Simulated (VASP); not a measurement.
A run of VASP 6.6.1 is set up as follows.

INCAR

```
SYSTEM = In2GeO3
PREC = Accurate
ENCUT = 520
EDIFF = 1E-7
ISMEAR = 0
SIGMA = 0.1
LREAL = .False.
LASPH = .True.
NELM = 60
ALGO = Normal
ISIF = 2
LWAVE = .False.
LCHARG = .True.
GGA = PE
LELF = .True.
LVHAR = .True.
NBANDS = 38
```

The input KPOINTS:

```
regular mesh
0
Gamma
  6 6 2
  0 0 0
```

Contents of POSCAR:

```
In2GeO3
1.0
    3.5504629900      0.0000000000      0.0000000000
    0.0000000000      3.5504629900      0.0000000000
    0.0000000000      0.0000000000      7.8220033200
In Ge O
2 1 3
Direct
    0.0000000000      0.5000000000      0.7315000300
    0.5000000000      0.0000000000      0.2684999700
    0.0000000000      0.0000000000      0.0000000000
    0.0000000000      0.5000000000      0.3835000100
    0.5000000000      0.0000000000      0.6164999900
    0.5000000000      0.5000000000      0.0000000000
```

Potentials or basis: VASP PAW PBE potentials, release 64 (In_d, Ge_d, O).

Command:

```bash
$ cat potpaw_PBE.64/In_d/POTCAR potpaw_PBE.64/Ge_d/POTCAR potpaw_PBE.64/O/POTCAR > POTCAR
$ mpirun -np 1 vasp_std > vasp.out
```

Task: What does it give for the band gap on the k mesh?

Result: Zero (bands 29 and 30 overlap by 0.41 eV).

Task: Predict the largest force.

Result: 3.737 eV/Å.

Stress tensor (GPa, compression positive):
```
-16.19   0.00   0.00
  0.00 -16.19   0.00
  0.00   0.00  -5.83
```

Caveat: the k points lie up to 0.40 Å⁻¹ apart; spin-orbit coupling is left out, which moves the levels of the heavy elements; forces of over 1 eV/Å act on the atoms, so gaps and moduli don't describe the material at rest.
